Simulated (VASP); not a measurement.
Input of a VASP 6.6.1 run:

The input INCAR:

```
  PREC = Accurate
  ENCUT = 520
  EDIFF = 1E-6
  ISMEAR = 0
  SIGMA = 0.1
  LREAL = F
  LASPH = T
  NELM = 150
  ALGO = Normal
  ISIF = 2
  LWAVE = F
  LCHARG = F
  ISPIN = 2
  MAGMOM = 0 1
  LORBIT = 11
  LMAXMIX = 4
  GGA = PE
  NBANDS = 20
```

File KPOINTS:

```
Automatic mesh
0
Gamma
  6 6 4
```

File POSCAR:

```
AlRu
1.0
    2.8989879063      0.0000000000      0.0000000000
   -1.4494939531      2.5105971721      0.0000000000
    0.0000000000      0.0000000000      3.8875910292
Al Ru
1 1
Direct
    0.0000000000      0.0000000000      0.0000000000
    0.6666666667      0.3333333333      0.5000000000
```

Potentials or basis: VASP PAW PBE potentials, release 64 (Al, Ru_pv).

Run with:

```console
$ cat potpaw_PBE.64/Al/POTCAR potpaw_PBE.64/Ru_pv/POTCAR > POTCAR
$ mpirun -np 1 vasp_std > vasp.out
```

(1) What does it give for the pressure?

(2) Predict the net moment.

Answers

(1) -0.6 GPa.

(2) 0.00 μB per cell.

Caveat: the k points lie up to 0.42 Å⁻¹ apart; an empty level that is flat over the whole mesh can mark a ghost state of the potentials, or a narrow d or f band.
